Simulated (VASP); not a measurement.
Set up this calculation in VASP 6.6.1, as the native input.

| Quantity | Value |
| --- | --- |
| Task | single point |
| Functional | LDA |
| Potentials or basis | VASP PAW LDA potentials, release 64 (Au, Ag) |
| Cutoff | 520 eV |
| k mesh | 6 × 6 × 6 |
| Occupations | methfessel-paxton, width 0.1 eV |
| Spin | no spin polarisation |
| Dipole correction | no |
| Further INCAR settings | ALGO = Normal; EDIFF = 1e-06; NBANDS = 30 |

The structure of Ag3Au lies in POSCAR:

```
Ag3Au
1.0
    4.0102634444      0.0000000000      0.0000000000
    0.0000000000      4.0102634444      0.0000000000
    0.0000000000      0.0000000000      4.0102634444
Au Ag
1 3
Direct
    0.0000000000      0.0000000000      0.0000000000
    0.0000000000      0.5000000000      0.5000000000
    0.5000000000      0.0000000000      0.5000000000
    0.5000000000      0.5000000000      0.0000000000
```

The input as run:

INCAR

```
PREC = Accurate ; ENCUT = 520
EDIFF = 1E-6 ; ISMEAR = 1
SIGMA = 0.1 ; LREAL = False
LASPH = True ; NELM = 60
ALGO = Normal ; ISIF = 2
LWAVE = False ; LCHARG = False
NBANDS = 30
```

KPOINTS

```
regular mesh
0
Gamma
  6 6 6
```

Potentials or basis: VASP PAW LDA potentials, release 64 (Au, Ag).

Launch:

```bash
$ cat potpaw_LDA.64/Au/POTCAR potpaw_LDA.64/Ag/POTCAR > POTCAR
$ mpirun -np 1 vasp_std > vasp.out
```

It gave:

The pressure is 0.2 GPa and the band gap on the k mesh is zero (band 22 reaches 10.60 eV, above the bottom of band 23 at 8.50 eV).

Caveat: spin-orbit coupling is left out, which moves the levels of the heavy elements.

Wall time 31 s on 1 thread of Intel(R) Xeon(R) Platinum 8259CL CPU @ 2.50GHz (Skylake/Cascade Lake), with other jobs on the host, peak memory 0.16 GiB.
